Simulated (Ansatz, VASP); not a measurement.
**Two plane-wave programs on Zn5O2**

```
Zn O
1.0
    -2.68849    3.86457    2.68836
     2.68849   -3.86457    2.68836
     2.68849    3.86457   -2.68836
Zn O
5 2
Direct
  0.50000 0.50000 0.50000
  0.00000 0.50000 0.00000
  0.50000 0.00000 0.00000
  0.00000 0.00000 0.50000
  0.50000 0.50000 0.00000
  0.09309 0.50000 0.59309
  0.90691 0.50000 0.40691
```

Alike in both runs: functional PBE; k mesh 4 × 4 × 4; occupations gaussian, width 0.2 eV; no spin polarisation.

Ansatz relaxed the structure, and its values are those at the end. VASP's run is a single point on that final structure, the one shown.

```csv
,VASP,Ansatz
version,VASP 6.6.1,Ansatz 0.2.0
potentials or method,"VASP PAW PBE potentials, release 64 (Zn, O), cutoff 520 eV","scalar-relativistic, plane waves, PAW"
valence electrons in the cell,72,72
```

|  | VASP | Ansatz | Ansatz less VASP |
| --- | --- | --- | --- |
| gap on the k mesh at the Fermi level (eV) | none | none | - |
| pressure (GPa) | 0.1 | -0.2 | -0.35 |
| rms of the force components (eV/Å) | 0.045 | 0.017 | -0.0282 |

A gap of «none» marks a metal or a gap that the smearing closes. The functional is the same, so the differences come from potentials, cutoffs and numerics.

The k mesh is coarse, so the values compare programs but aren't converged.
